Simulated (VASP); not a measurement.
# Cu (I4/mmm) in VASP: a series of runs

Runs on Cu. Level: r2SCAN. Tasks: single point.

Program: VASP 6.6.1. These are calculated values, not measurements. Logs are shortened: lines on timing, memory, paths and dates and some standing lists are left out, and cuts for length are marked.

### 1 The cell of the first run

The structure is tetragonal, space group I4/mmm (No. 139). Conventional cell: a = 2.595 Å, b = 2.595 Å, c = 3.615 Å, α = 90.00°, β = 90.00°, γ = 90.00°. Within 3.4 Å of Cu (site symmetry 4/mmm) lie 12 Cu at 2.58 to 2.59 Å.

### 2 Single point, r2SCAN

File POSCAR:

```
Cu
1.0
    0.0000000000      1.8346125000      1.8075000000
    1.8346125000      0.0000000000      1.8075000000
    1.8346125000      1.8346125000      0.0000000000
Cu
1
Direct
    0.0000000000      0.0000000000      0.0000000000
```

File INCAR.step1:

```
PREC = Accurate ; ENCUT = 520
ISMEAR = 0 ; SIGMA = 0.15
LREAL = False ; LASPH = True
NELM = 80 ; NBANDS = 12
GGA = PE ; ALGO = Normal
EDIFF = 1E-4 ; LWAVE = True
LCHARG = False
```

File INCAR.step2:

```
PREC = Accurate ; ENCUT = 520
EDIFF = 1E-7 ; ISMEAR = 0
SIGMA = 0.15 ; LREAL = False
LASPH = True ; NELM = 80
ALGO = Normal ; ISIF = 2
LWAVE = False ; LCHARG = False
METAGGA = R2SCAN ; LMIXTAU = True
NBANDS = 12 ; ISTART = 1
```

File KPOINTS:

```
regular mesh
0
Gamma
  16 16 16
```

Potentials or basis: VASP PAW PBE potentials, release 64 (Cu).

Launch:

```console
$ cat potpaw_PBE.64/Cu/POTCAR > POTCAR
$ cp INCAR.step1 INCAR
$ mpirun -np 1 vasp_std > vasp.out
$ cp INCAR.step2 INCAR
$ mpirun -np 1 vasp_std > vasp.out
```

OUTCAR:

```text
PREC = Accurate
   ENCUT = 520
   EDIFF = 1E-7
   ISMEAR = 0
   LREAL = False
   LASPH = True
   NELM = 80
   ISIF = 2
   METAGGA = R2SCAN
   ISTART = 1

 ion  position               nearest neighbor table
   1  0.000  0.000  0.000-

  LATTYP: Found a body centered tetragonal cell.
 ALAT       =     2.5945338792
 C/A-ratio  =     1.3933138546

  Lattice vectors:

 A1 = (   0.0000000000,  -1.8346125000,  -1.8075000000)
 A2 = (   0.0000000000,   1.8346125000,  -1.8075000000)
 A3 = (   1.8346125000,   0.0000000000,   1.8075000000)

Analysis of symmetry for initial positions (statically):
=====================================================================
 Subroutine PRICEL returns:
 Original cell was already a primitive cell.

 Routine SETGRP: Setting up the symmetry group for a
 body centered tetragonal supercell.

 Subroutine GETGRP returns: Found 16 space group operations
 (whereof 16 operations were pure point group operations)
 out of a pool of 16 trial point group operations.

The static configuration has the point symmetry D_4h.

Analysis of symmetry for dynamics (positions and initial velocities):
=====================================================================
 Subroutine PRICEL returns:
 Original cell was already a primitive cell.

 Routine SETGRP: Setting up the symmetry group for a
 body centered tetragonal supercell.

 Subroutine GETGRP returns: Found 16 space group operations
 (whereof 16 operations were pure point group operations)
 out of a pool of 16 trial point group operations.

The dynamic configuration has the point symmetry D_4h.

 Subroutine INISYM returns: Found 16 space group operations
 (whereof 16 operations are pure point group operations),
 and found     1 'primitive' translations

----------------------------------------------------------------------------------------

                                     Primitive cell

  volume of cell :      12.1674

  direct lattice vectors                    reciprocal lattice vectors
     0.000000000  1.834612500  1.807500000    -0.272537116  0.272537116  0.276625173
     1.834612500  0.000000000  1.807500000     0.272537116 -0.272537116  0.276625173
     1.834612500  1.834612500  0.000000000     0.272537116  0.272537116 -0.276625173

  length of vectors
     2.575433803  2.575433803  2.594533879     0.474420115  0.474420115  0.474420115

  position of ions in fractional coordinates (direct lattice)
     0.000000000  0.000000000  0.000000000

  ion indices of the primitive-cell ions
   primitive index   ion index
                 1           1

----------------------------------------------------------------------------------------

 KPOINTS: regular mesh

Automatic generation of k-mesh.
 Grid dimensions read from file:
 generate k-points for:   16   16   16

 Generating k-lattice:

  Cartesian coordinates                     Fractional coordinates (reciprocal lattice)
    -0.017033570  0.017033570  0.017289073     0.062500000  0.000000000  0.000000000
     0.017033570 -0.017033570  0.017289073     0.000000000  0.062500000  0.000000000
     0.017033570  0.017033570 -0.017289073     0.000000000  0.000000000  0.062500000

  Length of vectors
     0.029651257  0.029651257  0.029651257

  Shift w.r.t. Gamma in fractional coordinates (k-lattice)
     0.000000000  0.000000000  0.000000000

 Subroutine IBZKPT returns following result:
 ===========================================

 Found    349 irreducible k-points:

 Following reciprocal coordinates:
            Coordinates               Weight
  0.000000  0.000000  0.000000      1.000000
  0.062500 -0.000000  0.000000      8.000000
  0.125000 -0.000000  0.000000      8.000000
  0.187500 -0.000000  0.000000      8.000000
  0.250000 -0.000000  0.000000      8.000000
  0.312500 -0.000000  0.000000      8.000000
[... 16 lines left out ...]
 -0.125000  0.062500  0.000000      8.000000
 -0.062500  0.062500  0.000000      4.000000
 [... further k-points ...]
   k-points           NKPTS =    349   k-points in BZ     NKDIM =    349   number of bands    NBANDS=     12
   number of dos      NEDOS =    301   number of ions     NIONS =      1
   total plane-waves  NPLWV =   8000
   dimension x,y,z NGX =    20 NGY =   20 NGZ =   20
   dimension x,y,z NGXF=    40 NGYF=   40 NGZF=   40
   ions per type =               1
   NGX,Y,Z   is equivalent  to a cutoff of  12.91, 12.91, 12.82 a.u.
   NGXF,Y,Z  is equivalent  to a cutoff of  25.82, 25.82, 25.63 a.u.
 SYSTEM =  unknown system
   PREC   = accura    normal or accurate (medium, high low for compatibility)
   ISTART =      1    job   : 0-new  1-cont  2-samecut
   ICHARG =      0    charge: 1-file 2-atom 10-const
   ISPIN  =      1    spin polarized calculation?
   LNONCOLLINEAR =      F non collinear calculations
   LSORBIT =      F    spin-orbit coupling
   LASPH  =      T    aspherical Exc in radial PAW
   ENCUT  =  520.0 eV  38.22 Ry    6.18 a.u.   4.79  4.79  4.82*2*pi/ulx,y,z
   NELM   =     80;   NELMIN=  2; NELMDL=  0     # of ELM steps
   EDIFF  = 0.1E-06   stopping-criterion for ELM
   LREAL  =      F    real-space projection
   EDIFFG = 0.1E-05   stopping-criterion for IOM
   NSW    =      0    number of steps for IOM
   IBRION =     -1    ionic relax: 0-MD 1-quasi-New 2-CG
   NFREE  =      0    steps in history (QN), initial steepest desc. (CG)
   ISIF   =      2    stress and relaxation
   ISYM   =      2    0-nonsym 1-usesym 2-fastsym
   POTIM  = 0.5000    time-step for ionic-motion
   TEBEG  =    0.0;   TEEND  =   0.0 temperature during run
   PSTRESS=    0.0 pullay stress
   NELECT =      11.0000    total number of electrons
   NUPDOWN=      -1.0000    fix difference up-down
   EMIN   =  10.00;   EMAX   =-10.00  energy-range for DOS
   EFERMI =   0.00;   METHOD = LEGACY
   ISMEAR =     0;   SIGMA  =   0.15  broadening in eV -4-tet -1-fermi 0-gaus
   EFERMI_NEDOS =   21; number of points for ismear=-14 and -15
   IALGO  =     38    algorithm
   IMIX   =      4    mixing-type and parameters
     AMIX     =   0.40;   BMIX     =  1.00
     AMIX_MAG =   1.60;   BMIX_MAG =  1.00
  volume/ion in A,a.u.               =      12.17        82.11
  Fermi-wavevector in a.u.,A,eV,Ry     =   1.582973  2.991384 34.093509  2.505802
  Thomas-Fermi vector in A             =   2.682814
   LORBIT       =      0    0 simple, 1 ext, 2 COOP (PROOUT), +10 PAW based schemes
   METAGGA = R2SCAN    functional components
   LHFCALC =     F    Hartree Fock is set to
   AEXX    =    0.0000 exact exchange contribution
   IVDW    =     0    specifies the selected vdW correction
   LEPSILON=     F    determine dielectric tensor
   LRPA    =     F    only Hartree local field effects (RPA)
 non-spin polarized calculation
 Gauss-broadening in eV      SIGMA  =   0.15
  energy-cutoff  :      520.00
  volume of cell :       12.17
 maximum number of plane-waves:       342
   NGX =  9   NGY =  9   NGZ =  9

 number of electron      10.9999992 magnetization

 Free energy of the ion-electron system (eV)
  ---------------------------------------------------
  ext. energy  EPLUGINS =         0.00000000
  ---------------------------------------------------
  free energy    TOTEN  =       -10.81106343 eV

  energy without entropy =      -10.80797061  energy(sigma->0) =      -10.80951702

 E-fermi :   6.9994     XC(G=0): -13.5436

 val. band max:        6.9773782062   @ k =   0.5000   0.0625   0.1875
 cond. band min:       7.0213308166   @ k =   0.5000   0.1875   0.0625
 fundamental gap:      0.0439526104
 Fermi energy:         6.9993736857

 k-point     1 :       0.0000    0.0000    0.0000
  band No.  band energies     occupation
      1      -2.3954      2.00000
      2       3.9757      2.00000
      3       3.9757      2.00000
      4       4.0447      2.00000
      5       4.7410      2.00000
      6       4.8077      2.00000
      7      30.1756      0.00000
      8      32.9501      0.00000
      9      32.9504      0.00000
     10      33.0070      0.00000
     11      35.3124      0.00000
     12      35.3457      0.00000

 k-point     2 :       0.0625   -0.0000    0.0000
  band No.  band energies     occupation
      1      -2.2506      2.00000
      2       3.9582      2.00000
      3       4.0019      2.00000
      4       4.0586      2.00000
      5       4.7320      2.00000
      6       4.7964      2.00000
      7      29.2669      0.00000
      8      31.3958      0.00000
      9      32.4511      0.00000
     10      32.5094      0.00000
     11      36.0161      0.00000
     12      36.0477      0.00000

 k-point     3 :       0.1250   -0.0000    0.0000
  band No.  band energies     occupation
      1      -1.8223      2.00000
      2       3.8873      2.00000
      3       4.0655      2.00000
      4       4.1157      2.00000
      5       4.7188      2.00000
      6       4.7753      2.00000
      7      26.2813      0.00000
      8      30.8445      0.00000
      9      31.6255      0.00000
     10      31.7291      0.00000
     11      37.3403      0.00000
     12      37.3567      0.00000
[... 286 lines left out ...]
 k-point    23 :      -0.1250    0.0625    0.0000
  band No.  band energies     occupation
      1      -1.5024      2.00000
      2       3.8100      2.00000
      3       4.1165      2.00000
      4       4.1742      2.00000
      5       4.6366      2.00000
      6       4.8454      2.00000
      7      25.3067      0.00000
      8      28.1283      0.00000
      9      32.0808      0.00000
     10      33.3729      0.00000
     11      35.6814      0.00000
     12      36.4086      0.00000

 k-point    24 :      -0.0625    0.0625    0.0000
  band No.  band energies     occupation
      1      -2.0151      2.00000
      2       3.8963      2.00000
      3       4.0402      2.00000
      4       4.1180      2.00000
      5       4.6832      2.00000
      6       4.8164      2.00000
      7      28.1837      0.00000
      8      29.3611      0.00000
      9      32.0076      0.00000
     10      33.4809      0.00000
     11      35.5440      0.00000
     12      36.2204      0.00000

 [... further k-points ...]
[... 5 lines left out ...]
  --------------------------------------------------------------------------------------
  -------------------------------------------------------------------------------------
  Total       -0.6150076     -0.6150076     -0.5779811      0.0000000      0.0000000     -0.0000000
  in kB      -80.9830378    -80.9830378    -76.1074644      0.0000000      0.0000000     -0.0000000
  external PRESSURE =     -79.3578467 kB  Pullay stress =       0.0000000 kB

 VOLUME and BASIS-vectors are now :
 -----------------------------------------------------------------------------
  energy-cutoff  :      520.00
  volume of cell :       12.17
      direct lattice vectors                 reciprocal lattice vectors
     0.000000000  1.834612500  1.807500000    -0.272537116  0.272537116  0.276625173
     1.834612500  0.000000000  1.807500000     0.272537116 -0.272537116  0.276625173
     1.834612500  1.834612500  0.000000000     0.272537116  0.272537116 -0.276625173

 POSITION                                       TOTAL-FORCE (eV/Angst)
 -----------------------------------------------------------------------------------
      0.00000      0.00000      0.00000        -0.000000      0.000000      0.000000
 -----------------------------------------------------------------------------------
    total drift:                                0.000000     -0.000000      0.000000

  FREE ENERGIE OF THE ION-ELECTRON SYSTEM (eV)
  ---------------------------------------------------
  free  energy   TOTEN  =       -10.8110634296 eV

  energy  without entropy=      -10.8079706102  energy(sigma->0) =      -10.80951702
```

It took 2.5 min on 1 thread of Intel Xeon 6975P-C, shared host; peak memory 0.17 GiB.

Results:

```yaml
Free_energy: -10.8111 eV
Pressure: -7.9 GPa
```

Caveat: the PAW data sets were made with another functional, which shifts forces and pressure a little.

### 3 Single point, r2SCAN

This run uses another cell than the first one, of 12.53 Å³/atom, 1.030 times its volume.

File POSCAR:

```
Cu
1.0
    0.0000000000      1.8617250000      1.8075000000
    1.8617250000      0.0000000000      1.8075000000
    1.8617250000      1.8617250000      0.0000000000
Cu
1
Direct
    0.0000000000      0.0000000000      0.0000000000
```

File INCAR.step1:

```
SYSTEM = Cu
PREC = Accurate
ENCUT = 520
ISMEAR = 0
SIGMA = 0.15
LREAL = .FALSE.
LASPH = .TRUE.
NELM = 60
NBANDS = 12
GGA = PE
ALGO = Normal
EDIFF = 1E-4
LWAVE = .TRUE.
LCHARG = .FALSE.
```

File INCAR.step2:

```
SYSTEM = Cu
PREC = Accurate
ENCUT = 520
EDIFF = 1E-6
ISMEAR = 0
SIGMA = 0.15
LREAL = .FALSE.
LASPH = .TRUE.
NELM = 60
ALGO = Normal
ISIF = 2
LWAVE = .FALSE.
LCHARG = .FALSE.
METAGGA = R2SCAN
LMIXTAU = .TRUE.
NBANDS = 12
ISTART = 1
```

File KPOINTS:

```
regular mesh
0
G
  16 16 16
  0 0 0
```

Potentials or basis: VASP PAW PBE potentials, release 64 (Cu).

Launch:

```console
$ cat potpaw_PBE.64/Cu/POTCAR > POTCAR
$ cp INCAR.step1 INCAR
$ mpirun -np 1 vasp_std > vasp.out
$ cp INCAR.step2 INCAR
$ mpirun -np 1 vasp_std > vasp.out
```

OUTCAR:

```text
SYSTEM = Cu
   PREC = Accurate
   ENCUT = 520
   EDIFF = 1E-6
   ISMEAR = 0
   LREAL = .FALSE.
   LASPH = .TRUE.
   NELM = 60
   ISIF = 2
   METAGGA = R2SCAN
   ISTART = 1

 ion  position               nearest neighbor table
   1  0.000  0.000  0.000-

  LATTYP: Found a body centered tetragonal cell.
 ALAT       =     2.6328767444
 C/A-ratio  =     1.3730228761

  Lattice vectors:

 A1 = (   0.0000000000,  -1.8617250000,  -1.8075000000)
 A2 = (   0.0000000000,   1.8617250000,  -1.8075000000)
 A3 = (   1.8617250000,   0.0000000000,   1.8075000000)

Analysis of symmetry for initial positions (statically):
=====================================================================
 Subroutine PRICEL returns:
 Original cell was already a primitive cell.

 Routine SETGRP: Setting up the symmetry group for a
 body centered tetragonal supercell.

 Subroutine GETGRP returns: Found 16 space group operations
 (whereof 16 operations were pure point group operations)
 out of a pool of 16 trial point group operations.

The static configuration has the point symmetry D_4h.

Analysis of symmetry for dynamics (positions and initial velocities):
=====================================================================
[... 162 lines left out ...]

 k-point     1 :       0.0000    0.0000    0.0000
  band No.  band energies     occupation
      1      -2.5133      2.00000
      2       3.7003      2.00000
      3       3.7003      2.00000
      4       3.8294      2.00000
      5       4.4180      2.00000
      6       4.5433      2.00000
      7      29.5998      0.00000
      8      32.1273      0.00000
      9      32.1275      0.00000
     10      32.2171      0.00000
     11      34.4741      0.00000
     12      34.5316      0.00000
[... 331 lines left out ...]
 k-point    24 :      -0.0625    0.0625    0.0000
  band No.  band energies     occupation
      1      -2.1445      2.00000
      2       3.6294      2.00000
      3       3.7624      2.00000
      4       3.8961      2.00000
      5       4.3657      2.00000
      6       4.5477      2.00000
      7      27.5846      0.00000
      8      28.6529      0.00000
      9      31.2916      0.00000
     10      32.6387      0.00000
     11      34.7270      0.00000
     12      35.3461      0.00000

 [... further k-points ...]
[... 5 lines left out ...]
  --------------------------------------------------------------------------------------
  -------------------------------------------------------------------------------------
  Total       -0.8988574     -0.8988574     -0.8173505      0.0000000      0.0000000      0.0000000
  in kB     -114.9375753   -114.9375753   -104.5152215      0.0000000      0.0000000      0.0000000
  external PRESSURE =    -111.4634574 kB  Pullay stress =       0.0000000 kB

 VOLUME and BASIS-vectors are now :
 -----------------------------------------------------------------------------
  energy-cutoff  :      520.00
  volume of cell :       12.53
      direct lattice vectors                 reciprocal lattice vectors
     0.000000000  1.861725000  1.807500000    -0.268568129  0.268568129  0.276625173
     1.861725000  0.000000000  1.807500000     0.268568129 -0.268568129  0.276625173
     1.861725000  1.861725000  0.000000000     0.268568129  0.268568129 -0.276625173

 POSITION                                       TOTAL-FORCE (eV/Angst)
 -----------------------------------------------------------------------------------
      0.00000      0.00000      0.00000         0.000000     -0.000000      0.000000
 -----------------------------------------------------------------------------------
    total drift:                                0.000000     -0.000000     -0.000000

  FREE ENERGIE OF THE ION-ELECTRON SYSTEM (eV)
  ---------------------------------------------------
  free  energy   TOTEN  =       -10.7892350343 eV

  energy  without entropy=      -10.7863329733  energy(sigma->0) =      -10.78778400
```

OSZICAR.step1:

```text
N       E                     dE             d eps       ncg     rms          rms(c)
DAV:   1     0.435493800074E+02    0.43549E+02   -0.53295E+03  9148   0.149E+03
DAV:   2    -0.324960954347E+01   -0.46799E+02   -0.43287E+02  8640   0.204E+02
DAV:   3    -0.458490789511E+01   -0.13353E+01   -0.13279E+01  9760   0.398E+01
DAV:   4    -0.459348422718E+01   -0.85763E-02   -0.85752E-02  9620   0.282E+00
DAV:   5    -0.459356968437E+01   -0.85457E-04   -0.85456E-04  9876   0.285E-01    0.758E+00
DAV:   6    -0.414515805269E+01    0.44841E+00   -0.15192E+01  9960   0.726E+01    0.425E+00
DAV:   7    -0.373097308914E+01    0.41418E+00   -0.25159E+00  9940   0.297E+01    0.511E-01
DAV:   8    -0.372257102191E+01    0.84021E-02   -0.64630E-03 10096   0.145E+00    0.349E-01
DAV:   9    -0.372045422292E+01    0.21168E-02   -0.13789E-02 10296   0.202E+00    0.348E-02
DAV:  10    -0.372044968444E+01    0.45385E-05   -0.52551E-05  5336   0.133E-01
   1 F= -.37204497E+01 E0= -.37189249E+01  d E =-.304953E-02
```

Wall time 2.6 min (1 thread of Intel Xeon 6975P-C, shared host); peak memory 0.17 GiB.

Results:

- Free energy: -10.7892 eV
- Pressure: -11.1 GPa

Caveat: the PAW data sets were made with another functional, which shifts forces and pressure a little.
